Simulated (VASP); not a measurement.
# GaP (F-43m) in VASP: notebook

GaP is run at these levels: PBE, r2SCAN; tasks: single point.

Program: VASP 6.6.1. These are calculated values, not measurements. Logs are shortened: lines on timing, memory, paths and dates and some standing lists are left out, and cuts for length are marked.

**What was measured.**

“Stacking defects in GaP nanowires: Electronic structure and optical properties”, 2018, arxiv:1810.01194 quotes, for a bulk crystal of GaP at 10 K: band gap 2.34 eV (indirect).

The results are compared with them further down.

### Step 1. The cell of the first run

The structure is cubic, space group F-43m (No. 216). Conventional cell: a = 5.613 Å, b = 5.613 Å, c = 5.613 Å, α = 90.00°, β = 90.00°, γ = 90.00°. Within 3.2 Å of Ga (site symmetry -43m) lie 4 P at 2.43 Å. P (site symmetry -43m) has 4 Ga at 2.43 Å within 3.2 Å.

### Step 2. Single point, PBE (volume changed by +6%)

File INCAR:

```
PREC = Accurate
ENCUT = 500
EDIFF = 1E-6
ISMEAR = 0
SIGMA = 0.01
LREAL = F
LASPH = T
NELM = 120
ALGO = Normal
ISIF = 2
LWAVE = F
LCHARG = F
GGA = PE
NBANDS = 16
GGA_COMPAT = F
```

File KPOINTS:

```
regular mesh
0
Gamma
  6 6 6
```

File POSCAR:

```
GaP
1.0
    0.0000000000      2.8065218297      2.8065218297
    2.8065218297      0.0000000000      2.8065218297
    2.8065218297      2.8065218297      0.0000000000
Ga P
1 1
Direct
    0.0000000000      0.0000000000      0.0000000000
    0.2500000000      0.2500000000      0.2500000000
```

Potentials or basis: VASP PAW PBE potentials, release 64 (Ga_d, P).

On the command line:

```console
> cat potpaw_PBE.64/Ga_d/POTCAR potpaw_PBE.64/P/POTCAR > POTCAR
> mpirun -np 1 vasp_std > vasp.out
```

OUTCAR:

```text
PREC = Accurate
   ENCUT = 500
   EDIFF = 1E-6
   ISMEAR = 0
   LREAL = F
   LASPH = T
   NELM = 120
   ISIF = 2
   GGA = PE

 ion  position               nearest neighbor table
   1  0.000  0.000  0.000-   2 2.43   2 2.43   2 2.43   2 2.43
   2  0.250  0.250  0.250-   1 2.43   1 2.43   1 2.43   1 2.43

  LATTYP: Found a face centered cubic cell.
 ALAT       =     5.6130436594

  Lattice vectors:

 A1 = (   0.0000000000,   2.8065218297,   2.8065218297)
 A2 = (   2.8065218297,   0.0000000000,   2.8065218297)
 A3 = (   2.8065218297,   2.8065218297,   0.0000000000)

Analysis of symmetry for initial positions (statically):
=====================================================================
 Subroutine PRICEL returns:
 Original cell was already a primitive cell.

 Routine SETGRP: Setting up the symmetry group for a
 face centered cubic supercell.

 Subroutine GETGRP returns: Found 24 space group operations
 (whereof 24 operations were pure point group operations)
 out of a pool of 48 trial point group operations.

The static configuration has the point symmetry T_d .

Analysis of symmetry for dynamics (positions and initial velocities):
=====================================================================
 Subroutine PRICEL returns:
 Original cell was already a primitive cell.

 Routine SETGRP: Setting up the symmetry group for a
 face centered cubic supercell.

 Subroutine GETGRP returns: Found 24 space group operations
 (whereof 24 operations were pure point group operations)
 out of a pool of 48 trial point group operations.

The dynamic configuration has the point symmetry T_d .

 Subroutine INISYM returns: Found 24 space group operations
 (whereof 24 operations are pure point group operations),
 and found     1 'primitive' translations

----------------------------------------------------------------------------------------

                                     Primitive cell

  volume of cell :      44.2115

  direct lattice vectors                    reciprocal lattice vectors
     0.000000000  2.806521830  2.806521830    -0.178156462  0.178156462  0.178156462
     2.806521830  0.000000000  2.806521830     0.178156462 -0.178156462  0.178156462
     2.806521830  2.806521830  0.000000000     0.178156462  0.178156462 -0.178156462

  length of vectors
     3.969021235  3.969021235  3.969021235     0.308576044  0.308576044  0.308576044

  position of ions in fractional coordinates (direct lattice)
     0.000000000  0.000000000  0.000000000
     0.250000000  0.250000000  0.250000000

  ion indices of the primitive-cell ions
   primitive index   ion index
                 1           1
                 2           2

----------------------------------------------------------------------------------------

 KPOINTS: regular mesh

Automatic generation of k-mesh.
 Grid dimensions read from file:
 generate k-points for:    6    6    6

 Generating k-lattice:

  Cartesian coordinates                     Fractional coordinates (reciprocal lattice)
    -0.029692744  0.029692744  0.029692744     0.166666667  0.000000000  0.000000000
     0.029692744 -0.029692744  0.029692744     0.000000000  0.166666667  0.000000000
     0.029692744  0.029692744 -0.029692744     0.000000000  0.000000000  0.166666667

  Length of vectors
     0.051429341  0.051429341  0.051429341

  Shift w.r.t. Gamma in fractional coordinates (k-lattice)
     0.000000000  0.000000000  0.000000000

 Subroutine IBZKPT returns following result:
 ===========================================

 Found     16 irreducible k-points:

 Following reciprocal coordinates:
            Coordinates               Weight
  0.000000  0.000000  0.000000      1.000000
  0.166667  0.000000  0.000000      8.000000
  0.333333  0.000000  0.000000      8.000000
  0.500000  0.000000  0.000000      4.000000
  0.166667  0.166667  0.000000      6.000000
  0.333333  0.166667  0.000000     24.000000
[... 8 lines left out ...]
 -0.333333  0.333333  0.166667     24.000000
 -0.333333  0.500000  0.166667     12.000000
   k-points           NKPTS =     16   k-points in BZ     NKDIM =     16   number of bands    NBANDS=     16
   number of dos      NEDOS =    301   number of ions     NIONS =      2
   total plane-waves  NPLWV =  27000
   dimension x,y,z NGX =    30 NGY =   30 NGZ =   30
   dimension x,y,z NGXF=    60 NGYF=   60 NGZF=   60
   ions per type =               1   1
   NGX,Y,Z   is equivalent  to a cutoff of  12.57, 12.57, 12.57 a.u.
   NGXF,Y,Z  is equivalent  to a cutoff of  25.13, 25.13, 25.13 a.u.
 SYSTEM =  unknown system
   PREC   = accura    normal or accurate (medium, high low for compatibility)
   ISTART =      0    job   : 0-new  1-cont  2-samecut
   ICHARG =      2    charge: 1-file 2-atom 10-const
   ISPIN  =      1    spin polarized calculation?
   LNONCOLLINEAR =      F non collinear calculations
   LSORBIT =      F    spin-orbit coupling
   LASPH  =      T    aspherical Exc in radial PAW
   ENCUT  =  500.0 eV  36.75 Ry    6.06 a.u.   7.24  7.24  7.24*2*pi/ulx,y,z
   NELM   =    120;   NELMIN=  2; NELMDL= -5     # of ELM steps
   EDIFF  = 0.1E-05   stopping-criterion for ELM
   LREAL  =      F    real-space projection
   EDIFFG = 0.1E-04   stopping-criterion for IOM
   NSW    =      0    number of steps for IOM
   IBRION =     -1    ionic relax: 0-MD 1-quasi-New 2-CG
   NFREE  =      0    steps in history (QN), initial steepest desc. (CG)
   ISIF   =      2    stress and relaxation
   ISYM   =      2    0-nonsym 1-usesym 2-fastsym
   POTIM  = 0.5000    time-step for ionic-motion
   TEBEG  =    0.0;   TEEND  =   0.0 temperature during run
   PSTRESS=    0.0 pullay stress
   NELECT =      18.0000    total number of electrons
   NUPDOWN=      -1.0000    fix difference up-down
   EMIN   =  10.00;   EMAX   =-10.00  energy-range for DOS
   EFERMI =   0.00;   METHOD = LEGACY
   ISMEAR =     0;   SIGMA  =   0.01  broadening in eV -4-tet -1-fermi 0-gaus
   EFERMI_NEDOS =   21; number of points for ismear=-14 and -15
   IALGO  =     38    algorithm
   IMIX   =      4    mixing-type and parameters
     AMIX     =   0.40;   BMIX     =  1.00
     AMIX_MAG =   1.60;   BMIX_MAG =  1.00
  volume/ion in A,a.u.               =      22.11       149.18
  Fermi-wavevector in a.u.,A,eV,Ry     =   1.213353  2.292905 20.030851  1.472226
  Thomas-Fermi vector in A             =   2.348808
   LORBIT       =      0    0 simple, 1 ext, 2 COOP (PROOUT), +10 PAW based schemes
   GGA     = PE    functional components
   LHFCALC =     F    Hartree Fock is set to
   AEXX    =    0.0000 exact exchange contribution
   IVDW    =     0    specifies the selected vdW correction
   LEPSILON=     F    determine dielectric tensor
   LRPA    =     F    only Hartree local field effects (RPA)
 non-spin polarized calculation
 Gauss-broadening in eV      SIGMA  =   0.01
  energy-cutoff  :      500.00
  volume of cell :       44.21
 maximum number of plane-waves:      1139
 NGX is ok and might be reduce to    30
   NGX = 15   NGY = 15   NGZ = 15

 number of electron      18.0000011 magnetization

 Free energy of the ion-electron system (eV)
  ---------------------------------------------------
  ext. energy  EPLUGINS =         0.00000000
  ---------------------------------------------------
  free energy    TOTEN  =        -9.08045914 eV

  energy without entropy =       -9.08045914  energy(sigma->0) =       -9.08045914

 E-fermi :   3.8573     XC(G=0):  -9.4340

 val. band max:        3.8010684914   @ k =   0.0000   0.0000   0.0000
 cond. band min:       4.9105911911   @ k =   0.0000   0.0000   0.0000
 fundamental gap:      1.1095226997
 Fermi energy:         3.8573058080

 k-point     1 :       0.0000    0.0000    0.0000
  band No.  band energies     occupation
      1     -10.6368      2.00000
      2     -10.6368      2.00000
      3     -10.6368      2.00000
      4     -10.5615      2.00000
      5     -10.5615      2.00000
      6      -8.0638      2.00000
[... 8 lines left out ...]
     15      13.4580      0.00000
     16      13.4580      0.00000

 k-point     2 :       0.1667    0.0000    0.0000
  band No.  band energies     occupation
      1     -10.6517      2.00000
      2     -10.6310      2.00000
      3     -10.6310      2.00000
      4     -10.5614      2.00000
      5     -10.5614      2.00000
      6      -7.7475      2.00000
[... 8 lines left out ...]
     15      12.6994      0.00000
     16      13.4712      0.00000

 k-point     3 :       0.3333    0.0000    0.0000
  band No.  band energies     occupation
      1     -10.6796      2.00000
      2     -10.6216      2.00000
      3     -10.6216      2.00000
      4     -10.5588      2.00000
      5     -10.5588      2.00000
      6      -6.9146      2.00000
[... 8 lines left out ...]
     15      13.2895      0.00000
     16      13.2895      0.00000

 k-point     4 :       0.5000    0.0000    0.0000
  band No.  band energies     occupation
      1     -10.6928      2.00000
      2     -10.6183      2.00000
      3     -10.6183      2.00000
      4     -10.5561      2.00000
      5     -10.5561      2.00000
      6      -6.2715      2.00000
[... 8 lines left out ...]
     15      15.1947      0.00000
     16      15.1947      0.00000
[... 172 lines left out ...]
 k-point    14 :       0.5000    0.3333    0.1667
  band No.  band energies     occupation
      1     -10.6985      2.00000
      2     -10.6112      2.00000
      3     -10.6030      2.00000
      4     -10.5711      2.00000
      5     -10.5534      2.00000
      6      -6.2339      2.00000
[... 8 lines left out ...]
     15      15.0957      0.00000
     16      16.5047      0.00000

 k-point    15 :      -0.3333    0.3333    0.1667
  band No.  band energies     occupation
      1     -10.7032      2.00000
      2     -10.6112      2.00000
      3     -10.5980      2.00000
      4     -10.5688      2.00000
      5     -10.5556      2.00000
      6      -5.6939      2.00000
[... 8 lines left out ...]
     15      15.7231      0.00000
     16      16.0599      0.00000

 k-point    16 :      -0.3333    0.5000    0.1667
  band No.  band energies     occupation
      1     -10.7120      2.00000
      2     -10.6031      2.00000
      3     -10.5916      2.00000
      4     -10.5760      2.00000
      5     -10.5516      2.00000
      6      -5.4397      2.00000
[... 8 lines left out ...]
     15      15.2994      0.00000
     16      16.8463      0.00000

------------------------ aborting loop because EDIFF is reached ----------------------------------------

  FORCE on cell =-STRESS in cart. coord.  units (eV):
  Direction    XX          YY          ZZ          XY          YZ          ZX
  --------------------------------------------------------------------------------------
  -------------------------------------------------------------------------------------
  Total       -1.0874318     -1.0874318     -1.0874318      0.0000000      0.0000000      0.0000000
  in kB      -39.4073618    -39.4073618    -39.4073618      0.0000000      0.0000000      0.0000000
  external PRESSURE =     -39.4073618 kB  Pullay stress =       0.0000000 kB

 VOLUME and BASIS-vectors are now :
 -----------------------------------------------------------------------------
  energy-cutoff  :      500.00
  volume of cell :       44.21
      direct lattice vectors                 reciprocal lattice vectors
     0.000000000  2.806521830  2.806521830    -0.178156462  0.178156462  0.178156462
     2.806521830  0.000000000  2.806521830     0.178156462 -0.178156462  0.178156462
     2.806521830  2.806521830  0.000000000     0.178156462  0.178156462 -0.178156462

 POSITION                                       TOTAL-FORCE (eV/Angst)
 -----------------------------------------------------------------------------------
      0.00000      0.00000      0.00000        -0.000000     -0.000000     -0.000000
      1.40326      1.40326      1.40326         0.000000      0.000000      0.000000
 -----------------------------------------------------------------------------------
    total drift:                               -0.000000     -0.000000     -0.000000

  FREE ENERGIE OF THE ION-ELECTRON SYSTEM (eV)
  ---------------------------------------------------
  free  energy   TOTEN  =        -9.0804591370 eV

  energy  without entropy=       -9.0804591370  energy(sigma->0) =       -9.08045914
```

Wall time 13 s (1 thread of AMD EPYC 7R43 (Zen 3), shared host); peak memory 0.13 GiB.

What came out:

| Property | Result |
| --- | --- |
| Free energy | -9.0805 eV |
| Pressure | -3.9 GPa |
| Band gap on the k mesh | 1.11 eV, direct |

 A k mesh can miss the band edges.

(Part 1 of 2 ends here.)
